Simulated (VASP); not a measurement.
## Si3C: single point with PBE

The system is Si3C.

```
CELL_PARAMETERS angstrom
2.88725 0.00000 0.00000
-1.44363 2.50043 0.00000
0.00000 0.00000 6.65469
ATOMIC_POSITIONS crystal
Si 0.33333 0.66667 0.68312
Si 0.33333 0.66667 0.31688
Si 0.66667 0.33333 0.00000
C 0.66667 0.33333 0.50000
```

| Property | Result |
| --- | --- |
| Program | VASP 6.6.1 |
| Task | single point |
| Functional | PBE |
| Potentials or basis | VASP PAW PBE potentials, release 64 (Si, C) |
| Cutoff | 520 eV |
| k mesh | 18 × 18 × 6 |
| Occupations | gaussian, width 0.1 eV |
| Spin | no spin polarisation |
| Dipole correction | no |
| Further INCAR settings | ALGO = Normal; EDIFF = 1e-06; NBANDS = 16 |

```yaml
Pressure: 0.0 GPa
Largest_force: 0.014 eV/Å
Band_gap_on_the_k_mesh: zero (band 8 reaches 15.54 eV, above the bottom of band 9 at 7.63 eV)
```

Forces on the atoms (eV/Å):
```
Si   0.000  0.000 -0.014
Si   0.000  0.000  0.014
Si   0.000  0.000  0.000
C    0.000  0.000  0.000
```

Stress tensor (GPa, compression positive):
```
 0.12  0.00  0.00
 0.00  0.12  0.00
 0.00  0.00 -0.18
```

Levels at points of the mesh, in eV from the Fermi level:
| k point | band 5 | band 6 | band 7 | band 8 | band 9 | band 10 | band 11 | band 12 |
| --- | --- | --- | --- | --- | --- | --- | --- | --- |
| (0.00, 0.00, 0.00) | -2.47 | -0.92 | -0.92 | 5.06 | 6.33 | 6.33 | 7.08 | 7.31 |
| (0.50, 0.00, 0.00) | -6.04 | -5.32 | -3.22 | -0.38 | 1.53 | 2.51 | 3.08 | 3.70 |
| (0.00, 0.00, 0.50) | -0.91 | -0.91 | 1.84 | 4.21 | 5.18 | 6.42 | 6.42 | 6.66 |
| (0.50, 0.00, 0.50) | -4.49 | -3.55 | -3.20 | -2.19 | -1.62 | 2.30 | 2.47 | 4.14 |

Run time: 65 s on 1 thread of AMD EPYC 9R45 96-Core Processor (Zen 5), on a shared host, peak memory 0.2 GiB.
